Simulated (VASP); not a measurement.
# Te2Mo: single point with r2SCAN

Te2Mo:

```xyz
6
Lattice="3.5421 0.0000 0.0000 -1.7711 3.0676 0.0000 0.0000 0.0000 14.4602" Properties=species:S:1:pos:R:3 pbc="T T T"
Mo    0.0000    2.0451    3.6151
Mo    1.7711    1.0225   10.8452
Te    1.7711    1.0225    5.4122
Te    1.7711    1.0225    1.8179
Te    0.0000    2.0451   12.6423
Te    0.0000    2.0451    9.0480
```

This cell differs from its parent crystal: uniaxial z strain +2.0%.

| Property | Result |
| --- | --- |
| Program | VASP 6.6.1 |
| Task | single point |
| Functional | r2SCAN |
| Potentials or basis | VASP PAW PBE potentials, release 64 (Mo_sv, Te) |
| Cutoff | 520 eV |
| k mesh | 12 × 12 × 2 |
| Occupations | gaussian, width 0.01 eV |
| Spin | no spin polarisation |

The pressure is 0.9 GPa and the band gap on the k mesh is 1.03 eV, indirect (least direct gap 1.10 eV).

Stress tensor (GPa, compression positive):
```
1.08 0.00 0.00
0.00 1.08 0.00
0.00 0.00 0.55
```

Levels at points of the mesh, in eV from the valence-band top:
```tsv
k point	band 22	band 23	band 24	band 25	band 26	band 27	band 28	band 29	band 30	band 31
(0.00, 0.00, 0.00)	-1.06	-1.06	-0.89	-0.63	0.00	3.08	3.08	3.17	3.17	3.35
(0.50, 0.00, 0.00)	-1.83	-0.90	-0.88	-0.61	-0.43	1.40	1.44	1.67	1.91	2.99
(0.00, 0.00, 0.50)	-1.07	-1.07	-1.07	-0.14	-0.14	3.11	3.11	3.11	3.11	3.44
(0.50, 0.00, 0.50)	-1.89	-0.88	-0.88	-0.52	-0.52	1.42	1.42	1.80	1.80	3.37
```

Wall time 16 min on 1 thread of Oxide Virtual Turin-like Processor, with other jobs on the host, peak memory 0.38 GiB.

Caveat: the cell differs from its parent crystal (uniaxial z strain +2.0%); the PAW data sets were made with another functional, which shifts forces and pressure a little; spin-orbit coupling is left out, which moves the levels of the heavy elements. A k mesh can miss the band edges.
